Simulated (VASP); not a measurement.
# Os (P6_3/mmc) in VASP: a series of runs

The runs below take Os through density of states, electric field gradients, with PBEsol.

Everything below comes from runs of VASP 6.6.1. Logs are shortened: lines on timing, memory, paths and dates and some standing lists are left out, and cuts for length are marked.

### 1 The cell of the first run

It takes space group P6_3/mmc (No. 194, hexagonal). Conventional cell: a = 2.734 Å, b = 2.734 Å, c = 4.320 Å, α = 90.00°, β = 90.00°, γ = 120.00°. Within 3.5 Å of Os (site symmetry -6m2) lie 12 Os at 2.68 to 2.73 Å.

### 2 Density of states, PBEsol

Contents of POSCAR:

```
Os
1.0
    2.7340999755      0.0000000000      0.0000000000
   -1.3670499878      2.3678000353      0.0000000000
    0.0000000000      0.0000000000      4.3197000000
Os
2
Direct
    0.3333333333      0.6666666667      0.2500000000
    0.6666666667      0.3333333333      0.7500000000
```

Contents of INCAR.step1:

```
SYSTEM = Os
PREC = Accurate
ENCUT = 520
EDIFF = 1E-7
ISMEAR = -1
SIGMA = 0.05
LREAL = .FALSE.
LASPH = .TRUE.
NELM = 60
ALGO = Normal
ISIF = 2
LWAVE = .FALSE.
LCHARG = .TRUE.
LMAXMIX = 4
GGA = PS
NBANDS = 15
```

Contents of KPOINTS.step1:

```
Automatic mesh
0
G
  15 15 9
  0 0 0
```

Contents of INCAR.step2:

```
SYSTEM = Os
PREC = Accurate
ENCUT = 520
EDIFF = 1E-7
ISMEAR = -5
SIGMA = 0.05
LREAL = .FALSE.
LASPH = .TRUE.
NELM = 60
ALGO = Normal
ISIF = 2
LWAVE = .FALSE.
LCHARG = .FALSE.
LMAXMIX = 4
GGA = PS
LORBIT = 11
NBANDS = 15
NEDOS = 2001
ICHARG = 11
```

Contents of KPOINTS.step2:

```
Automatic mesh
0
G
  23 23 14
  0 0 0
```

Potentials or basis: VASP PAW PBE potentials, release 64 (Os).

Launch:

```console
> cat potpaw_PBE.64/Os/POTCAR > POTCAR
> cp INCAR.step1 INCAR
> cp KPOINTS.step1 KPOINTS
> mpirun -np 1 vasp_std > vasp.out
> cp INCAR.step2 INCAR
> cp KPOINTS.step2 KPOINTS
> mpirun -np 1 vasp_std > vasp.out
```

OUTCAR:

```text
SYSTEM = Os
   PREC = Accurate
   ENCUT = 520
   EDIFF = 1E-7
   ISMEAR = -5
   LREAL = .FALSE.
   LASPH = .TRUE.
   NELM = 60
   ISIF = 2
   GGA = PS
   LORBIT = 11
   ICHARG = 11

 ion  position               nearest neighbor table
   1  0.333  0.667  0.250-   2 2.68   2 2.68   2 2.68   2 2.68   2 2.68   2 2.68
   2  0.667  0.333  0.750-   1 2.68   1 2.68   1 2.68   1 2.68   1 2.68   1 2.68

  LATTYP: Found a hexagonal cell.
 ALAT       =     2.7340999755
 C/A-ratio  =     1.5799349105

  Lattice vectors:

 A1 = (   2.7340999755,   0.0000000000,   0.0000000000)
 A2 = (  -1.3670499878,   2.3678000353,   0.0000000000)
 A3 = (   0.0000000000,   0.0000000000,   4.3197000000)

Analysis of symmetry for initial positions (statically):
=====================================================================
 Subroutine PRICEL returns:
 Original cell was already a primitive cell.

 Routine SETGRP: Setting up the symmetry group for a
 hexagonal supercell.

 Subroutine GETGRP returns: Found 24 space group operations
 (whereof 12 operations were pure point group operations)
 out of a pool of 24 trial point group operations.

The static configuration has the point symmetry D_3d.
 The point group associated with its full space group is D_6h.

Analysis of symmetry for dynamics (positions and initial velocities):
=====================================================================
 Subroutine PRICEL returns:
 Original cell was already a primitive cell.

 Routine SETGRP: Setting up the symmetry group for a
 hexagonal supercell.

 Subroutine GETGRP returns: Found 24 space group operations
 (whereof 12 operations were pure point group operations)
 out of a pool of 24 trial point group operations.

The dynamic configuration has the point symmetry D_3d.
 The point group associated with its full space group is D_6h.

 Subroutine INISYM returns: Found 24 space group operations
 (whereof 12 operations are pure point group operations),
 and found     1 'primitive' translations

----------------------------------------------------------------------------------------

                                     Primitive cell

  volume of cell :      27.9649

  direct lattice vectors                    reciprocal lattice vectors
     2.734099975  0.000000000  0.000000000     0.365751073  0.211166481  0.000000000
    -1.367049988  2.367800035  0.000000000     0.000000000  0.422332961  0.000000000
     0.000000000  0.000000000  4.319700000     0.000000000  0.000000000  0.231497558

  length of vectors
     2.734099975  2.734099976  4.319700000     0.422332961  0.422332961  0.231497558

  position of ions in fractional coordinates (direct lattice)
[... 95 lines left out ...]
   EFERMI =   0.00;   METHOD = LEGACY
   ISMEAR =    -5;   SIGMA  =   0.05  broadening in eV -4-tet -1-fermi 0-gaus
   EFERMI_NEDOS =   21; number of points for ismear=-14 and -15
   IALGO  =     38    algorithm
   IMIX   =      4    mixing-type and parameters
     AMIX     =   0.40;   BMIX     =  1.00
     AMIX_MAG =   1.60;   BMIX_MAG =  1.00
  volume/ion in A,a.u.               =      13.98        94.36
  Fermi-wavevector in a.u.,A,eV,Ry     =   1.359076  2.568282 25.131162  1.847088
  Thomas-Fermi vector in A             =   2.485855
   LORBIT       =     11    0 simple, 1 ext, 2 COOP (PROOUT), +10 PAW based schemes
   GGA     = PS    functional components
   LHFCALC =     F    Hartree Fock is set to
   AEXX    =    0.0000 exact exchange contribution
   IVDW    =     0    specifies the selected vdW correction
   LEPSILON=     F    determine dielectric tensor
   LRPA    =     F    only Hartree local field effects (RPA)
 non-spin polarized calculation
 Fermi weights with tetrahedron method with Bloechl corrections
  energy-cutoff  :      520.00
  volume of cell :       27.96
 maximum number of plane-waves:       774

 number of electron      15.9999999 magnetization

 Free energy of the ion-electron system (eV)
  ---------------------------------------------------
  ext. energy  EPLUGINS =         0.00000000
  ---------------------------------------------------
  free energy    TOTEN  =       -24.48504037 eV

  energy without entropy =      -24.48504037  energy(sigma->0) =      -24.48504037

 E-fermi :   9.3361     XC(G=0): -14.1561

 val. band max:        9.4289235171   @ k =   0.4783   0.0000   0.3571
 cond. band min:       9.3246242686   @ k =   0.3913   0.0870   0.3571
 fundamental gap:     -0.1042992484
 Fermi energy:         9.3360752070

 k-point     1 :       0.0000    0.0000    0.0000
  band No.  band energies     occupation
      1      -1.6857      2.00000
      2       1.4838      2.00000
      3       6.2427      2.00000
      4       6.2427      2.00000
      5       6.4982      2.00000
      6       7.0889      2.00000
      7       7.0889      2.00000
      8       7.7476      2.00000
      9       7.7476      2.00000
     10       9.3084      2.00000
     11      11.0079      0.00000
     12      11.0079      0.00000
     13      18.3596      0.00000
     14      23.3487      0.00000
[... 401 lines left out ...]
      2       2.2332      2.00000
      3       5.1885      2.00000
      4       6.4100      2.00000
      5       6.6180      2.00000
      6       6.9816      2.00000
      7       7.0769      2.00000
      8       7.3335      2.00000
      9       7.9157      2.00000
     10       7.9680      2.00000
     11      11.3361      0.00000
     12      14.1995      0.00000
     13      18.2334      0.00000
     14      24.9562      0.00000
     15      27.1374      0.00000

 [... further k-points ...]
[... 5 lines left out ...]
  --------------------------------------------------------------------------------------
  -------------------------------------------------------------------------------------
  Total       -0.4229135     -0.4229135     -0.6162626      0.0000000      0.0000000      0.0000000
  in kB      -24.2297623    -24.2297623    -35.3072087      0.0000000      0.0000000      0.0000000
  external PRESSURE =     -27.9222444 kB  Pullay stress =       0.0000000 kB

 VOLUME and BASIS-vectors are now :
 -----------------------------------------------------------------------------
  energy-cutoff  :      520.00
  volume of cell :       27.96
      direct lattice vectors                 reciprocal lattice vectors
     2.734099975  0.000000000  0.000000000     0.365751073  0.211166481  0.000000000
    -1.367049988  2.367800035  0.000000000     0.000000000  0.422332961  0.000000000
     0.000000000  0.000000000  4.319700000     0.000000000  0.000000000  0.231497558

 POSITION                                       TOTAL-FORCE (eV/Angst)
 -----------------------------------------------------------------------------------
     -0.00000      1.57853      1.07993        -0.000000     -0.000000      0.000000
      1.36705      0.78927      3.23977         0.000000      0.000000      0.000000
 -----------------------------------------------------------------------------------
    total drift:                               -0.000000      0.000000     -0.000000

  FREE ENERGIE OF THE ION-ELECTRON SYSTEM (eV)
  ---------------------------------------------------
  free  energy   TOTEN  =       -24.4850403725 eV

  energy  without entropy=      -24.4850403725  energy(sigma->0) =      -24.48504037

 total charge

# of ion       s       p       d       tot
------------------------------------------
    1        0.662   0.793   6.028   7.483
    2        0.662   0.793   6.028   7.483
--------------------------------------------------
tot          1.323   1.586  12.056  14.965
```

OUTCAR.step1:

```text
SYSTEM = Os
   PREC = Accurate
   ENCUT = 520
   EDIFF = 1E-7
   ISMEAR = -1
   LREAL = .FALSE.
[... 656 lines left out ...]
     -0.00000      1.57853      1.07993         0.000000      0.000000      0.000000
      1.36705      0.78927      3.23977        -0.000000      0.000000      0.000000
 -----------------------------------------------------------------------------------
    total drift:                               -0.000000      0.000000     -0.000000

  FREE ENERGIE OF THE ION-ELECTRON SYSTEM (eV)
  ---------------------------------------------------
  free  energy   TOTEN  =       -24.4935122015 eV

  energy  without entropy=      -24.4852545957  energy(sigma->0) =      -24.48938340
```

Run time: 3.4 min. Hardware: 1 thread of AMD EPYC 7R13, shared host; peak memory 0.25 GiB.

Results:

| Item | Value |
| --- | --- |
| Valence electrons inside the program's atomic spheres | Os 7.48 |

Levels at points of the mesh, in eV from the Fermi level:
```tsv
k point	band 6	band 7	band 8	band 9	band 10	band 11
(0.00, 0.00, 0.00)	-2.25	-2.25	-1.59	-1.59	-0.03	1.67
(0.00, 0.00, 0.50)	-3.29	-3.29	-3.29	0.88	0.88	0.88
```

Caveat: the PAW data sets were made with another functional, which shifts forces and pressure a little; spin-orbit coupling is left out, which moves the levels of the heavy elements; tetrahedron occupations give inexact forces and stress in metals.

(Continued in part 2 of 2.)
